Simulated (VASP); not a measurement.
# B6As (R-3m) in VASP: further runs

The runs below take B6As through single point, relaxation of shape and atoms at fixed volume, with PBEsol.

All numbers are computed with VASP 6.6.1; they aren't measurements. Logs are shortened: lines on timing, memory, paths and dates and some standing lists are left out, and cuts for length are marked.

## 1. The cell of the first run

It takes space group R-3m (No. 166, trigonal). The conventional cell has a = 6.302 Å, b = 6.302 Å, c = 12.300 Å, α = 90.00°, β = 90.00°, γ = 120.00°. Within 2.4 Å of B (site symmetry m) lie 6 B at 1.81 to 1.95 Å. Within 2.3 Å of B (site symmetry m) lie 5 B at 1.77 to 1.85 Å and 1 As at 2.06 Å. As (site symmetry 3m) has 3 B at 2.06 Å and 1 As at 2.47 Å within 2.7 Å.

## 2. Single point, PBEsol (10.07 Å³/atom)

Contents of INCAR:

```
PREC = Accurate
ENCUT = 520
EDIFF = 1E-6
ISMEAR = 0
SIGMA = 0.02
LREAL = False
LASPH = True
NELM = 60
ALGO = Normal
ISIF = 2
LWAVE = False
LCHARG = False
GGA = PS
NBANDS = 36
```

Contents of KPOINTS:

```
regular mesh
0
Gamma
  6 6 6
```

Contents of POSCAR:

```
B6As
1.0
    3.1507608495      1.8190926247      4.0999076706
   -3.1507608495      1.8190926247      4.0999076706
    0.0000000000     -3.6381852493      4.0999076706
B As
12 2
Direct
    0.0135215882      0.0135215882      0.3236749189
    0.0135215882      0.3236749189      0.0135215882
    0.8229005872      0.2708753211      0.8229005872
    0.8229005872      0.8229005872      0.2708753211
    0.2708753211      0.8229005872      0.8229005872
    0.7291246789      0.1770994128      0.1770994128
    0.1770994128      0.7291246789      0.1770994128
    0.1770994128      0.1770994128      0.7291246789
    0.9864784118      0.6763250811      0.9864784118
    0.9864784118      0.9864784118      0.6763250811
    0.6763250811      0.9864784118      0.9864784118
    0.3236749189      0.0135215882      0.0135215882
    0.6002059382      0.6002059382      0.6002059382
    0.3997940618      0.3997940618      0.3997940618
```

Potentials or basis: VASP PAW PBE potentials, release 64 (B, As).

Run with:

```
$ cat potpaw_PBE.64/B/POTCAR potpaw_PBE.64/As/POTCAR > POTCAR
$ mpirun -np 1 vasp_std > vasp.out
```

OUTCAR:

```text
PREC = Accurate
   ENCUT = 520
   EDIFF = 1E-6
   ISMEAR = 0
   LREAL = False
   LASPH = True
   NELM = 60
   ISIF = 2
   GGA = PS

 ion  position               nearest neighbor table
   1  0.014  0.014  0.324-   6 1.81   7 1.81  10 1.85   4 1.85   2 1.95  12 1.95
   2  0.014  0.324  0.014-   8 1.81   6 1.81   9 1.85   3 1.85  12 1.95   1 1.95
   3  0.823  0.271  0.823-   8 1.77   6 1.77  10 1.81  11 1.81   2 1.85  13 2.06
   4  0.823  0.823  0.271-   6 1.77   7 1.77   9 1.81  11 1.81   1 1.85  13 2.06
   5  0.271  0.823  0.823-   8 1.77   7 1.77  10 1.81   9 1.81  12 1.85  13 2.06
   6  0.729  0.177  0.177-   4 1.77   3 1.77   1 1.81   2 1.81  11 1.85  14 2.06
   7  0.177  0.729  0.177-   4 1.77   5 1.77   1 1.81  12 1.81   9 1.85  14 2.06
   8  0.177  0.177  0.729-   3 1.77   5 1.77   2 1.81  12 1.81  10 1.85  14 2.06
   9  0.986  0.676  0.986-   4 1.81   5 1.81   2 1.85   7 1.85  11 1.95  10 1.95
  10  0.986  0.986  0.676-   3 1.81   5 1.81   1 1.85   8 1.85   9 1.95  11 1.95
  11  0.676  0.986  0.986-   4 1.81   3 1.81  12 1.85   6 1.85   9 1.95  10 1.95
  12  0.324  0.014  0.014-   8 1.81   7 1.81  11 1.85   5 1.85   2 1.95   1 1.95
  13  0.600  0.600  0.600-   3 2.06   5 2.06   4 2.06  14 2.47
  14  0.400  0.400  0.400-   6 2.06   7 2.06   8 2.06  13 2.47

  LATTYP: Found a trigonal (rhomboedric) cell.
 ALAT       =     5.4813898617
 COS(alpha) =     0.3391856094

  Lattice vectors:

 A1 = (   3.1507608495,   1.8190926247,   4.0999076706)
 A2 = (  -3.1507608495,   1.8190926247,   4.0999076706)
 A3 = (   0.0000000000,  -3.6381852493,   4.0999076706)

Analysis of symmetry for initial positions (statically):
=====================================================================
 Subroutine PRICEL returns:
 Original cell was already a primitive cell.

 Routine SETGRP: Setting up the symmetry group for a
 trigonal (rhombohedral) supercell.

 Subroutine GETGRP returns: Found 12 space group operations
 (whereof 12 operations were pure point group operations)
 out of a pool of 12 trial point group operations.

The static configuration has the point symmetry D_3d.

Analysis of symmetry for dynamics (positions and initial velocities):
=====================================================================
 Subroutine PRICEL returns:
 Original cell was already a primitive cell.

 Routine SETGRP: Setting up the symmetry group for a
 trigonal (rhombohedral) supercell.

 Subroutine GETGRP returns: Found 12 space group operations
 (whereof 12 operations were pure point group operations)
[... 143 lines left out ...]
   IALGO  =     38    algorithm
   IMIX   =      4    mixing-type and parameters
     AMIX     =   0.40;   BMIX     =  1.00
     AMIX_MAG =   1.60;   BMIX_MAG =  1.00
  volume/ion in A,a.u.               =      10.07        67.96
  Fermi-wavevector in a.u.,A,eV,Ry     =   1.127013  2.129746 17.281552  1.270158
  Thomas-Fermi vector in A             =   2.263697
   LORBIT       =      0    0 simple, 1 ext, 2 COOP (PROOUT), +10 PAW based schemes
   GGA     = PS    functional components
   LHFCALC =     F    Hartree Fock is set to
   AEXX    =    0.0000 exact exchange contribution
   IVDW    =     0    specifies the selected vdW correction
   LEPSILON=     F    determine dielectric tensor
   LRPA    =     F    only Hartree local field effects (RPA)
 non-spin polarized calculation
 Gauss-broadening in eV      SIGMA  =   0.02
  energy-cutoff  :      520.00
  volume of cell :      140.99
 maximum number of plane-waves:      3831
 NGX is ok and might be reduce to    42
   NGX = 21   NGY = 21   NGZ = 21

 number of electron      45.9999999 magnetization

 Free energy of the ion-electron system (eV)
  ---------------------------------------------------
  ext. energy  EPLUGINS =         0.00000000
  ---------------------------------------------------
  free energy    TOTEN  =       -96.43056180 eV

  energy without entropy =      -96.43056180  energy(sigma->0) =      -96.43056180

 E-fermi :   3.7724     XC(G=0): -10.7701

 val. band max:        3.6842681965   @ k =   0.5000   0.5000   0.5000
 cond. band min:       5.7840878244   @ k =   0.5000   0.5000   0.5000
 fundamental gap:      2.0998196279
 Fermi energy:         3.7723765969

 k-point     1 :       0.0000    0.0000    0.0000
  band No.  band energies     occupation
      1     -10.4263      2.00000
      2      -7.6358      2.00000
      3      -6.0363      2.00000
      4      -6.0363      2.00000
      5      -6.0194      2.00000
      6      -4.9275      2.00000
[... 901 lines left out ...]
     34      11.5523      0.00000
     35      11.8202      0.00000

 [... further k-points ...]

 [bands above 35 left out]

------------------------ aborting loop because EDIFF is reached ----------------------------------------

  FORCE on cell =-STRESS in cart. coord.  units (eV):
  Direction    XX          YY          ZZ          XY          YZ          ZX
  --------------------------------------------------------------------------------------
  -------------------------------------------------------------------------------------
  Total      -12.7713749    -12.7713749    -12.8667175      0.0000000     -0.0000000      0.0000000
  in kB     -145.1284826   -145.1284826   -146.2119162      0.0000000     -0.0000000      0.0000000
  external PRESSURE =    -145.4896271 kB  Pullay stress =       0.0000000 kB

 VOLUME and BASIS-vectors are now :
 -----------------------------------------------------------------------------
  energy-cutoff  :      520.00
  volume of cell :      140.99
      direct lattice vectors                 reciprocal lattice vectors
     3.150760850  1.819092625  4.099907671     0.158691828  0.091620770  0.081302644
    -3.150760850  1.819092625  4.099907671    -0.158691828  0.091620770  0.081302644
     0.000000000 -3.638185249  4.099907671     0.000000000 -0.183241540  0.081302644

 POSITION                                       TOTAL-FORCE (eV/Angst)
 -----------------------------------------------------------------------------------
      0.00000     -1.12840      1.43791        -0.000000     -0.009138      0.016825
     -0.97722      0.56420      1.43791        -0.007914      0.004569      0.016825
      1.73930     -1.00419      7.85820         0.015660     -0.009041      0.006374
      0.00000      2.00837      7.85820        -0.000000      0.018082      0.006374
     -1.73930     -1.00419      7.85820        -0.015660     -0.009041      0.006374
      1.73930      1.00419      4.44153         0.015660      0.009041     -0.006374
     -1.73930      1.00419      4.44153        -0.015660      0.009041     -0.006374
      0.00000     -2.00837      4.44153        -0.000000     -0.018082     -0.006374
      0.97722     -0.56420     10.86181         0.007914     -0.004569     -0.016825
      0.00000      1.12840     10.86181        -0.000000      0.009138     -0.016825
     -0.97722     -0.56420     10.86181        -0.007914     -0.004569     -0.016825
      0.97722      0.56420      1.43791         0.007914      0.004569      0.016825
      0.00000      0.00000      7.38237        -0.000000      0.000000      0.009678
      0.00000      0.00000      4.91736        -0.000000     -0.000000     -0.009678
 -----------------------------------------------------------------------------------
    total drift:                                0.000000      0.000000     -0.000000

  FREE ENERGIE OF THE ION-ELECTRON SYSTEM (eV)
  ---------------------------------------------------
  free  energy   TOTEN  =       -96.4305617991 eV

  energy  without entropy=      -96.4305617991  energy(sigma->0) =      -96.43056180
```

Run time: 5.4 min. Hardware: 1 thread of Intel Xeon 8259CL, shared host; peak memory 0.33 GiB.

Results:

```
Free energy            : -96.4306 eV
Pressure               : -14.5 GPa
Largest force          : 0.019 eV/Å
Band gap on the k mesh : 2.10 eV
```

Forces on the atoms (eV/Å):
```
B    0.000 -0.009  0.017
B   -0.008  0.005  0.017
B    0.016 -0.009  0.006
B    0.000  0.018  0.006
B   -0.016 -0.009  0.006
B    0.016  0.009 -0.006
B   -0.016  0.009 -0.006
B    0.000 -0.018 -0.006
B    0.008 -0.005 -0.017
B    0.000  0.009 -0.017
B   -0.008 -0.005 -0.017
B    0.008  0.005  0.017
As   0.000  0.000  0.010
As   0.000  0.000 -0.010
```

Caveat: the cell stands under tension; the PAW data sets were made with another functional, which shifts forces and pressure a little. A k mesh can miss the band edges.

## 3. Relaxation of shape and atoms at fixed volume, PBEsol (8.06 Å³/atom)

This run uses another cell than the first one, of 8.06 Å³/atom.

Contents of INCAR:

```
PREC = Accurate
ENCUT = 600
EDIFF = 1E-6
ISMEAR = 0
SIGMA = 0.02
LREAL = False
LASPH = True
NELM = 80
ALGO = Normal
ISIF = 4
LWAVE = False
LCHARG = False
GGA = PS
IBRION = 2
NSW = 50
EDIFFG = -0.01
```

KPOINTS is that of step 2.

Contents of POSCAR:

```
B6As
1.0
    2.9461354423      1.7009520907      3.7513667688
   -2.9461354423      1.7009520907      3.7513667688
    0.0000000000     -3.4019041814      3.7513667688
B As
12 2
Direct
    0.0182330082      0.0182330082      0.3250559008
    0.0182330082      0.3250559008      0.0182330082
    0.8210490694      0.2734701211      0.8210490694
    0.8210490694      0.8210490694      0.2734701211
    0.2734701211      0.8210490694      0.8210490694
    0.7265298789      0.1789509306      0.1789509306
    0.1789509306      0.7265298789      0.1789509306
    0.1789509306      0.1789509306      0.7265298789
    0.9817669918      0.6749440992      0.9817669918
    0.9817669918      0.9817669918      0.6749440992
    0.6749440992      0.9817669918      0.9817669918
    0.3250559008      0.0182330082      0.0182330082
    0.6018302168      0.6018302168      0.6018302168
    0.3981697832      0.3981697832      0.3981697832
```

Potentials or basis: VASP PAW PBE potentials, release 64 (B, As).

Run with:

```
$ cat potpaw_PBE.64/B/POTCAR potpaw_PBE.64/As/POTCAR > POTCAR
$ mpirun -np 1 vasp_std > vasp.out
```

It took 11 min on 1 thread of Intel Xeon 8259CL, shared host; peak memory 0.31 GiB.

The run converged. Its results:

- Free energy: -95.6452 eV
- Energy gained by relaxing: 0.6 meV/atom
- Ionic steps: 7
- Pressure after relaxing: 31.2 GPa
- Largest force after relaxing: 0.008 eV/Å
- Band gap on the k mesh: 2.55 eV (least direct gap 2.60 eV)

Forces in eV/Å, atoms in the order of the input:
```
B    0.000 -0.002 -0.004
B   -0.001  0.001 -0.004
B   -0.001  0.000 -0.007
B    0.000 -0.001 -0.007
B    0.001  0.000 -0.007
B   -0.001  0.000  0.007
B    0.001  0.000  0.007
B    0.000  0.001  0.007
B    0.001 -0.001  0.004
B    0.000  0.002  0.004
B   -0.001 -0.001  0.004
B    0.001  0.001 -0.004
As   0.000  0.000 -0.008
As   0.000  0.000  0.008
```

Stress tensor (GPa, compression positive):
```
31.19  0.00  0.00
 0.00 31.19  0.00
 0.00  0.00 31.09
```

Step by step:
| step | energy change (eV) | largest force (eV/Å) | pressure (GPa) | volume (Å³) |
| --- | --- | --- | --- | --- |
| 1 | 0.0000 | 0.1860 | 31.79 | 112.79 |
| 2 | -0.0027 | 0.2060 | 31.16 | 112.79 |
| 3 | -0.0047 | 0.0942 | 31.40 | 112.79 |
| 4 | -0.0083 | 0.0427 | 31.21 | 112.79 |
| 5 | -0.0084 | 0.0448 | 31.17 | 112.79 |
| 6 | -0.0086 | 0.0307 | 31.15 | 112.79 |
| 7 | -0.0087 | 0.0084 | 31.15 | 112.79 |

Final structure:
```
B As
1.0
     2.95326    1.70507    3.73329
    -2.95326    1.70507    3.73329
     0.00000   -3.41013    3.73329
B As
12 2
Direct
  0.01958 0.01958 0.32510
  0.01958 0.32510 0.01958
  0.82103 0.27323 0.82103
  0.82103 0.82103 0.27324
  0.27323 0.82103 0.82103
  0.72677 0.17897 0.17897
  0.17897 0.72677 0.17897
  0.17897 0.17897 0.72676
  0.98042 0.67490 0.98042
  0.98042 0.98042 0.67490
  0.67490 0.98042 0.98042
  0.32510 0.01958 0.01958
  0.60264 0.60264 0.60264
  0.39736 0.39736 0.39736
```

Levels at points of the mesh, in eV from the valence-band top:
```tsv
k point	band 21	band 22	band 23	band 24	band 25	band 26
(0.00, 0.00, 0.00)	-0.41	0.00	0.00	4.64	4.64	4.64
(0.50, 0.00, 0.00)	-1.44	-1.41	-0.05	2.55	4.30	4.33
(0.50, 0.50, 0.00)	-1.19	-0.89	-0.34	3.23	4.76	4.81
(0.50, 0.50, 0.50)	-1.01	-1.01	-0.35	3.25	3.68	3.97
```

Caveat: the PAW data sets were made with another functional, which shifts forces and pressure a little.
